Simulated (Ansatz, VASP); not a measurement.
**Two plane-wave programs on Ge**

```
CELL_PARAMETERS angstrom
1.36344 -2.37741 0.00000
1.36344 2.37741 0.00000
0.00000 0.00000 5.63122
ATOMIC_POSITIONS crystal
Ge 0.66655 0.33345 0.25000
Ge 0.33345 0.66655 0.75000
```

Alike in both runs: task single point; functional PBEsol; k mesh 20 × 20 × 12; occupations gaussian, width 0.15 eV; no spin polarisation.

|  | VASP | Ansatz |
| --- | --- | --- |
| version | VASP 6.6.1 | Ansatz 0.2.0 |
| potentials or method | VASP PAW PBE potentials, release 64 (Ge_d), cutoff 520 eV | scalar-relativistic, plane waves, PAW |
| valence electrons in the cell | 28 | 28 |

Ansatz gave:

| Property | Result |
| --- | --- |
| gap on the k mesh at the Fermi level (eV) | none |
| pressure (GPa) | 4.2 |
| traceless stress, the component that is largest in VASP (GPa) | -9.73 |

Question: Which values does VASP return?

Answer: gap on the k mesh at the Fermi level (eV): none; pressure (GPa): 4.1; traceless stress, the component that is largest in VASP (GPa): -9.74.

VASP's potentials were made for PBE, not for PBEsol. A gap of «none» marks a metal or a gap that the smearing closes.
